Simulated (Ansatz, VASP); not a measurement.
# One calculation of Au, two programs

```
Au
1.0
     0.00000    2.06291    2.06291
     2.06291    0.00000    2.06291
     2.06291    2.06291    0.00000
Au
1
Direct
  0.00000 0.00000 0.00000
```

Alike in both runs: task single point; functional r2SCAN; k mesh 18 × 18 × 18; occupations gaussian, width 0.05 eV; no spin polarisation.

|  | VASP | Ansatz |
| --- | --- | --- |
| version | VASP 6.6.1 | Ansatz 0.2.0 |
| potentials or method | VASP PAW PBE potentials, release 64 (Au), cutoff 520 eV | scalar-relativistic, plane waves, PAW |
| valence electrons in the cell | 11 | 19 |

Ansatz gave:

* gap on the k mesh at the Fermi level (eV): none
* pressure (GPa): -0.2

Q: Estimate VASP's values.

A: gap on the k mesh at the Fermi level (eV): none; pressure (GPa): 0.1.

VASP's potentials were made for PBE, not for r2SCAN. A gap of «none» marks a metal or a gap that the smearing closes. VASP's potentials hold 11 valence electrons a cell and Ansatz's 19, so a difference there can come from the potentials and not from the codes.

Neither program's run includes spin-orbit coupling.
